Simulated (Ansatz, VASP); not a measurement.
Bi: VASP beside Ansatz

```
CELL_PARAMETERS angstrom
2.26726 1.30900 4.11667
-2.26726 1.30900 4.11667
0.00000 -2.61800 4.11667
ATOMIC_POSITIONS crystal
Bi 0.23171 0.23171 0.23171
Bi 0.76829 0.76829 0.76829
```

Alike in both runs: task single point; functional r2SCAN; k mesh 9 × 9 × 9; occupations methfessel-paxton of order 1, width 0.03 eV; no spin polarisation.

|  | VASP | Ansatz |
| --- | --- | --- |
| version | VASP 6.6.1 | Ansatz 0.2.0 |
| potentials or method | VASP PAW PBE potentials, release 64 (Bi_d), cutoff 520 eV | plane waves (500 eV) with PAW, scalar-relativistic |
| valence electrons in the cell | 30 | 30 |

|  | VASP | Ansatz | Ansatz less VASP |
| --- | --- | --- | --- |
| pressure (GPa) | 0.0 | 0.0 | +0.05 |
| traceless stress, the component that is largest in VASP (GPa) | -0.07 | -0.07 | -0.001 |

VASP's potentials were made for PBE, not for r2SCAN. With one functional, cell and mesh, what is left measures potentials, basis and numerics.

Neither program's run includes spin-orbit coupling.
